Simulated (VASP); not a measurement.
# Ir (Pm-3m) in VASP: notebook

Runs on Ir. Level: r2SCAN. Tasks: single point.

Everything below comes from runs of VASP 6.6.1. Logs are shortened: lines on timing, memory, paths and dates and some standing lists are left out, and cuts for length are marked.

**1. The cell of the first run**

It takes space group Pm-3m (No. 221, cubic). The conventional cell has a = 2.548 Å, b = 2.548 Å, c = 2.548 Å, α = 90.00°, β = 90.00°, γ = 90.00°. Ir (site symmetry m-3m) has 6 Ir at 2.55 Å within 3.4 Å.

This isn't the form of Ir at room conditions, which is fcc.

**2. Single point, r2SCAN**

Contents of POSCAR:

```
Ir
1.0
    2.5476378859      0.0000000000      0.0000000000
    0.0000000000      2.5476378859      0.0000000000
    0.0000000000      0.0000000000      2.5476378859
Ir
1
Direct
    0.0000000000      0.0000000000      0.0000000000
```

Contents of INCAR.step1:

```
SYSTEM = Ir
ALGO     = Normal         ! electronic algorithm
EDIFF    = 1E-5           ! SCF threshold, eV
ENCUT    = 620            ! plane-wave cutoff, eV
GGA      = PE             ! functional
GGA_COMPAT= .FALSE.      
ISMEAR   = 0              ! smearing method
LASPH    = .TRUE.         ! aspherical terms in the spheres
LCHARG   = .FALSE.        ! write CHGCAR
LREAL    = .FALSE.        ! projectors in reciprocal space
LWAVE    = .TRUE.         ! write WAVECAR
NBANDS   = 14             ! bands
NELM     = 120            ! most SCF steps
PREC     = Accurate       ! precision mode
SIGMA    = 0.1            ! smearing width, eV
```

Contents of INCAR.step2:

```
SYSTEM = Ir
ALGO     = Normal         ! electronic algorithm
EDIFF    = 1E-6           ! SCF threshold, eV
ENCUT    = 620            ! plane-wave cutoff, eV
GGA_COMPAT= .FALSE.      
ISIF     = 2              ! what is computed and relaxed
ISMEAR   = 0              ! smearing method
ISTART   = 1            
LASPH    = .TRUE.         ! aspherical terms in the spheres
LCHARG   = .FALSE.        ! write CHGCAR
LMIXTAU  = .TRUE.       
LREAL    = .FALSE.        ! projectors in reciprocal space
LWAVE    = .FALSE.        ! write WAVECAR
METAGGA  = R2SCAN         ! meta-GGA
NBANDS   = 14             ! bands
NELM     = 120            ! most SCF steps
PREC     = Accurate       ! precision mode
SIGMA    = 0.1            ! smearing width, eV
```

Contents of KPOINTS:

```
k-points
0
G
  8 8 8
  0 0 0
```

Potentials or basis: VASP PAW PBE potentials, release 64 (Ir_sv_GW).

Launch:

```console
cat potpaw_PBE.64/Ir_sv_GW/POTCAR > POTCAR
cp INCAR.step1 INCAR
mpirun -np 1 vasp_std > vasp.out
cp INCAR.step2 INCAR
mpirun -np 1 vasp_std > vasp.out
```

OUTCAR:

```text
SYSTEM = Ir
   EDIFF = 1E-6
   ENCUT = 620
   ISIF = 2
   ISMEAR = 0
   ISTART = 1
   LASPH = .TRUE.
   LREAL = .FALSE.
   METAGGA = R2SCAN
   NELM = 120
   PREC = Accurate

 ion  position               nearest neighbor table
   1  0.000  0.000  0.000-

  LATTYP: Found a simple cubic cell.
 ALAT       =     2.5476378859

  Lattice vectors:

 A1 = (   2.5476378859,   0.0000000000,   0.0000000000)
 A2 = (   0.0000000000,   2.5476378859,   0.0000000000)
 A3 = (   0.0000000000,   0.0000000000,   2.5476378859)

Analysis of symmetry for initial positions (statically):
=====================================================================
 Subroutine PRICEL returns:
 Original cell was already a primitive cell.

 Routine SETGRP: Setting up the symmetry group for a
 simple cubic supercell.

 Subroutine GETGRP returns: Found 48 space group operations
 (whereof 48 operations were pure point group operations)
 out of a pool of 48 trial point group operations.

The static configuration has the point symmetry O_h .

Analysis of symmetry for dynamics (positions and initial velocities):
=====================================================================
 Subroutine PRICEL returns:
 Original cell was already a primitive cell.

 Routine SETGRP: Setting up the symmetry group for a
 simple cubic supercell.

 Subroutine GETGRP returns: Found 48 space group operations
 (whereof 48 operations were pure point group operations)
 out of a pool of 48 trial point group operations.

The dynamic configuration has the point symmetry O_h .

 Subroutine INISYM returns: Found 48 space group operations
 (whereof 48 operations are pure point group operations),
 and found     1 'primitive' translations

----------------------------------------------------------------------------------------

                                     Primitive cell

  volume of cell :      16.5353

  direct lattice vectors                    reciprocal lattice vectors
     2.547637886  0.000000000  0.000000000     0.392520462  0.000000000  0.000000000
     0.000000000  2.547637886  0.000000000     0.000000000  0.392520462  0.000000000
     0.000000000  0.000000000  2.547637886     0.000000000  0.000000000  0.392520462

  length of vectors
     2.547637886  2.547637886  2.547637886     0.392520462  0.392520462  0.392520462

  position of ions in fractional coordinates (direct lattice)
     0.000000000  0.000000000  0.000000000

  ion indices of the primitive-cell ions
   primitive index   ion index
                 1           1

----------------------------------------------------------------------------------------

 KPOINTS: k-points

Automatic generation of k-mesh.
 Grid dimensions read from file:
 generate k-points for:    8    8    8

 Generating k-lattice:

  Cartesian coordinates                     Fractional coordinates (reciprocal lattice)
     0.049065058  0.000000000  0.000000000     0.125000000  0.000000000  0.000000000
     0.000000000  0.049065058  0.000000000     0.000000000  0.125000000  0.000000000
     0.000000000  0.000000000  0.049065058     0.000000000  0.000000000  0.125000000

  Length of vectors
     0.049065058  0.049065058  0.049065058

  Shift w.r.t. Gamma in fractional coordinates (k-lattice)
     0.000000000  0.000000000  0.000000000

 Subroutine IBZKPT returns following result:
 ===========================================

 Found     35 irreducible k-points:

 Following reciprocal coordinates:
            Coordinates               Weight
  0.000000  0.000000  0.000000      1.000000
  0.125000  0.000000  0.000000      6.000000
  0.250000  0.000000  0.000000      6.000000
  0.375000  0.000000  0.000000      6.000000
  0.500000  0.000000  0.000000      3.000000
  0.125000  0.125000  0.000000     12.000000
[... 16 lines left out ...]
  0.375000  0.375000  0.125000     24.000000
  0.500000  0.375000  0.125000     24.000000
 [... further k-points ...]
   k-points           NKPTS =     35   k-points in BZ     NKDIM =     35   number of bands    NBANDS=     14
   number of dos      NEDOS =    301   number of ions     NIONS =      1
   total plane-waves  NPLWV =  13824
   dimension x,y,z NGX =    24 NGY =   24 NGZ =   24
   dimension x,y,z NGXF=    48 NGYF=   48 NGZF=   48
   ions per type =               1
   NGX,Y,Z   is equivalent  to a cutoff of  15.66, 15.66, 15.66 a.u.
   NGXF,Y,Z  is equivalent  to a cutoff of  31.32, 31.32, 31.32 a.u.
 SYSTEM =  Ir
   PREC   = accura    normal or accurate (medium, high low for compatibility)
   ISTART =      1    job   : 0-new  1-cont  2-samecut
   ICHARG =      0    charge: 1-file 2-atom 10-const
   ISPIN  =      1    spin polarized calculation?
   LNONCOLLINEAR =      F non collinear calculations
   LSORBIT =      F    spin-orbit coupling
   LASPH  =      T    aspherical Exc in radial PAW
   ENCUT  =  620.0 eV  45.57 Ry    6.75 a.u.   5.17  5.17  5.17*2*pi/ulx,y,z
   NELM   =    120;   NELMIN=  2; NELMDL=  0     # of ELM steps
   EDIFF  = 0.1E-05   stopping-criterion for ELM
   LREAL  =      F    real-space projection
   EDIFFG = 0.1E-04   stopping-criterion for IOM
   NSW    =      0    number of steps for IOM
   IBRION =     -1    ionic relax: 0-MD 1-quasi-New 2-CG
   NFREE  =      0    steps in history (QN), initial steepest desc. (CG)
   ISIF   =      2    stress and relaxation
   ISYM   =      2    0-nonsym 1-usesym 2-fastsym
   POTIM  = 0.5000    time-step for ionic-motion
   TEBEG  =    0.0;   TEEND  =   0.0 temperature during run
   PSTRESS=    0.0 pullay stress
   NELECT =      17.0000    total number of electrons
   NUPDOWN=      -1.0000    fix difference up-down
   EMIN   =  10.00;   EMAX   =-10.00  energy-range for DOS
   EFERMI =   0.00;   METHOD = LEGACY
   ISMEAR =     0;   SIGMA  =   0.10  broadening in eV -4-tet -1-fermi 0-gaus
   EFERMI_NEDOS =   21; number of points for ismear=-14 and -15
   IALGO  =     38    algorithm
   IMIX   =      4    mixing-type and parameters
     AMIX     =   0.40;   BMIX     =  1.00
     AMIX_MAG =   1.60;   BMIX_MAG =  1.00
  volume/ion in A,a.u.               =      16.54       111.59
  Fermi-wavevector in a.u.,A,eV,Ry     =   1.652292  3.122379 37.144837  2.730069
  Thomas-Fermi vector in A             =   2.740926
   LORBIT       =      0    0 simple, 1 ext, 2 COOP (PROOUT), +10 PAW based schemes
   METAGGA = R2SCAN    functional components
   LHFCALC =     F    Hartree Fock is set to
   AEXX    =    0.0000 exact exchange contribution
   IVDW    =     0    specifies the selected vdW correction
   LEPSILON=     F    determine dielectric tensor
   LRPA    =     F    only Hartree local field effects (RPA)
 non-spin polarized calculation
 Gauss-broadening in eV      SIGMA  =   0.10
  energy-cutoff  :      620.00
  volume of cell :       16.54
 maximum number of plane-waves:       624
 NGX is ok and might be reduce to    24
   NGX = 11   NGY = 11   NGZ = 11

 number of electron      17.0000000 magnetization

 Free energy of the ion-electron system (eV)
  ---------------------------------------------------
  ext. energy  EPLUGINS =         0.00000000
  ---------------------------------------------------
  free energy    TOTEN  =       -51.93692804 eV

  energy without entropy =      -51.93013944  energy(sigma->0) =      -51.93353374

 E-fermi :   9.9026     XC(G=0): -14.4334

 val. band max:        9.8775839481   @ k =   0.3750   0.2500   0.0000
 cond. band min:       9.9410193434   @ k =   0.5000   0.2500   0.0000
 fundamental gap:      0.0634353954
 Fermi energy:         9.9026407519

 k-point     1 :       0.0000    0.0000    0.0000
  band No.  band energies     occupation
      1     -84.5738      2.00000
      2     -40.4131      2.00000
      3     -40.4131      2.00000
      4     -40.4131      2.00000
      5       0.2068      2.00000
      6       3.3650      2.00000
      7       3.3650      2.00000
      8      11.1343      0.00000
      9      11.1343      0.00000
     10      11.1343      0.00000
     11      25.9724      0.00000
     12      25.9724      0.00000
     13      25.9724      0.00000
     14      32.9410      0.00000

 k-point     2 :       0.1250    0.0000    0.0000
  band No.  band energies     occupation
      1     -84.5650      2.00000
      2     -40.5419      2.00000
      3     -40.4024      2.00000
      4     -40.4024      2.00000
      5       0.6975      2.00000
      6       3.4699      2.00000
      7       3.8824      2.00000
      8      10.5933      0.00000
      9      10.5933      0.00000
     10      11.1768      0.00000
     11      23.5166      0.00000
     12      26.8976      0.00000
     13      26.8976      0.00000
     14      32.5166      0.00000

 k-point     3 :       0.2500    0.0000    0.0000
  band No.  band energies     occupation
      1     -84.5447      2.00000
      2     -40.8465      2.00000
      3     -40.3766      2.00000
      4     -40.3766      2.00000
      5       1.7864      2.00000
      6       3.7336      2.00000
      7       5.4963      2.00000
      8       9.4718      2.00000
      9       9.4718      2.00000
     10      11.2808      0.00000
     11      19.9136      0.00000
     12      29.0371      0.00000
     13      29.0371      0.00000
     14      29.2451      0.00000
[... 324 lines left out ...]
 k-point    23 :       0.3750    0.3750    0.1250
  band No.  band energies     occupation
      1     -84.4670      2.00000
      2     -41.0500      2.00000
      3     -41.0419      2.00000
      4     -40.4117      2.00000
      5       3.8619      2.00000
      6       5.2579      2.00000
      7       7.8402      2.00000
      8       7.8971      2.00000
      9      10.3356      0.00000
     10      12.2106      0.00000
     11      19.0988      0.00000
     12      23.1153      0.00000
     13      27.1666      0.00000
     14      30.7749      0.00000

 k-point    24 :       0.5000    0.3750    0.1250
  band No.  band energies     occupation
      1     -84.4588      2.00000
      2     -41.1623      2.00000
      3     -41.0318      2.00000
      4     -40.4008      2.00000
      5       3.5165      2.00000
      6       5.4441      2.00000
      7       7.5379      2.00000
      8       7.9704      2.00000
      9      11.0150      0.00000
     10      15.2709      0.00000
     11      16.3380      0.00000
     12      24.0143      0.00000
     13      25.0068      0.00000
     14      30.8853      0.00000

 [... further k-points ...]

------------------------ aborting loop because EDIFF is reached ----------------------------------------

  FORCE on cell =-STRESS in cart. coord.  units (eV):
  Direction    XX          YY          ZZ          XY          YZ          ZX
  --------------------------------------------------------------------------------------
  -------------------------------------------------------------------------------------
  Total       -0.0542362     -0.0542362     -0.0542362      0.0000000      0.0000000     -0.0000000
  in kB       -5.2551668     -5.2551668     -5.2551668      0.0000000      0.0000000     -0.0000000
  external PRESSURE =      -5.2551668 kB  Pullay stress =       0.0000000 kB

 VOLUME and BASIS-vectors are now :
 -----------------------------------------------------------------------------
  energy-cutoff  :      620.00
  volume of cell :       16.54
      direct lattice vectors                 reciprocal lattice vectors
     2.547637886  0.000000000  0.000000000     0.392520462  0.000000000  0.000000000
     0.000000000  2.547637886  0.000000000     0.000000000  0.392520462  0.000000000
     0.000000000  0.000000000  2.547637886     0.000000000  0.000000000  0.392520462

 POSITION                                       TOTAL-FORCE (eV/Angst)
 -----------------------------------------------------------------------------------
      0.00000      0.00000      0.00000         0.000000      0.000000      0.000000
 -----------------------------------------------------------------------------------
    total drift:                               -0.000000      0.000000      0.000000

  FREE ENERGIE OF THE ION-ELECTRON SYSTEM (eV)
  ---------------------------------------------------
  free  energy   TOTEN  =       -51.9369280443 eV

  energy  without entropy=      -51.9301394421  energy(sigma->0) =      -51.93353374
```

Wall time 16 s (1 thread of Intel Xeon 6975P-C (Granite Rapids), shared host); peak memory 0.15 GiB.

Results:

```yaml
Free_energy: -51.9369 eV
Pressure: -0.5 GPa
Band_gap_on_the_k_mesh: zero (an odd number of electrons rules out a gap without spin polarisation)
```

Levels at points of the mesh, in eV from the Fermi level:
```csv
k point,band 5,band 6,band 7,band 8,band 9,band 10,band 11,band 12
"(0.00, 0.00, 0.00)",-9.70,-6.54,-6.54,1.23,1.23,1.23,16.07,16.07
"(0.50, 0.00, 0.00)",-6.67,-5.77,-1.73,-1.73,-0.93,1.53,6.27,16.43
"(0.50, 0.50, 0.00)",-6.97,-5.16,-1.18,-1.18,3.50,4.67,4.67,12.15
"(0.50, 0.50, 0.50)",-5.69,-5.69,-5.69,3.70,3.70,9.65,11.21,11.21
```

Caveat: the PAW data sets were made with another functional, which shifts forces and pressure a little; spin-orbit coupling is left out, which moves the levels of the heavy elements.

**3. Single point, r2SCAN**

This run uses another cell than the first one, of 14.98 Å³/atom.

Contents of POSCAR:

```
Ir
1.0
    2.4653247458      0.0000000000      0.0000000000
    0.0000000000      2.4653247458      0.0000000000
    0.0000000000      0.0000000000      2.4653247458
Ir
1
Direct
    0.0000000000      0.0000000000      0.0000000000
```

Contents of INCAR.step1:

```
PREC = Accurate ; ENCUT = 620
ISMEAR = 0 ; SIGMA = 0.1
LREAL = False ; LASPH = True
NELM = 120 ; NBANDS = 14
GGA = PE ; ALGO = Normal
EDIFF = 1E-5 ; LWAVE = True
LCHARG = False ; GGA_COMPAT = False
```

Contents of INCAR.step2:

```
PREC = Accurate ; ENCUT = 620
EDIFF = 1E-6 ; ISMEAR = 0
SIGMA = 0.1 ; LREAL = False
LASPH = True ; NELM = 120
ALGO = Normal ; ISIF = 2
LWAVE = False ; LCHARG = False
METAGGA = R2SCAN ; LMIXTAU = True
NBANDS = 14 ; ISTART = 1
GGA_COMPAT = False
```

Contents of KPOINTS:

```
Automatic mesh
0
Gamma
  8 8 8
```

Potentials or basis: VASP PAW PBE potentials, release 64 (Ir_sv_GW).

Launch:

```console
cat potpaw_PBE.64/Ir_sv_GW/POTCAR > POTCAR
cp INCAR.step1 INCAR
mpirun -np 1 vasp_std > vasp.out
cp INCAR.step2 INCAR
mpirun -np 1 vasp_std > vasp.out
```

Run time: 88 s. Hardware: 1 thread of AMD EPYC 7R43 (Zen 3), shared host; peak memory 0.1 GiB.

Results (log left out):

```yaml
Free_energy: -51.7869 eV
Pressure: 33.3 GPa
Band_gap_on_the_k_mesh: zero (an odd number of electrons rules out a gap without spin polarisation)
```

Levels at points of the mesh, in eV from the Fermi level:
| k point | band 6 | band 7 | band 8 | band 9 | band 10 | band 11 |
| --- | --- | --- | --- | --- | --- | --- |
| (0.00, 0.00, 0.00) | -7.50 | -7.50 | 1.47 | 1.47 | 1.47 | 16.67 |
| (0.50, 0.00, 0.00) | -6.61 | -2.04 | -2.04 | -1.31 | 1.83 | 7.19 |
| (0.50, 0.50, 0.00) | -5.82 | -1.37 | -1.37 | 4.10 | 4.85 | 4.85 |
| (0.50, 0.50, 0.50) | -6.63 | -6.63 | 4.35 | 4.35 | 9.17 | 12.22 |

Caveat: the cell stands under pressure; the PAW data sets were made with another functional, which shifts forces and pressure a little; spin-orbit coupling is left out, which moves the levels of the heavy elements.

The gap in the log of VASP goes by the Fermi energy; the results here count the filled bands.